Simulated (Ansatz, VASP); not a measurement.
**Cu3Pd: VASP beside Ansatz**

```
Cu Pd
1.0
     3.73397    0.00000    0.00000
     0.00000    3.73397    0.00000
     0.00000    0.00000    3.65900
Cu Pd
3 1
Direct
  0.00000 0.50000 0.50000
  0.50000 0.00000 0.50000
  0.50000 0.50000 0.00000
  0.00000 0.00000 0.00000
```

Change from the starting cell: equal xx and yy strain of +1 %.

Alike in both runs: task single point; functional PBEsol; k mesh 11 × 11 × 11; occupations fermi-dirac, width 0.05 eV; no spin polarisation.

|  | VASP | Ansatz |
| --- | --- | --- |
| version | VASP 6.6.1 | Ansatz 0.2.0 |
| potentials or method | VASP PAW PBE potentials, release 64 (Cu, Pd), cutoff 520 eV | all-electron LAPW, scalar-relativistic |

VASP gave:

```
pressure (GPa)                                                : -6.5
traceless stress, the component that is largest in VASP (GPa) : 0.69
```

Problem. Estimate Ansatz's values.

Solution. Pressure (GPa): -7.0; traceless stress, the component that is largest in VASP (GPa): 0.70.

VASP's potentials were made for PBE, not for PBEsol. Ansatz ran all-electron here, and VASP with PAW potentials.
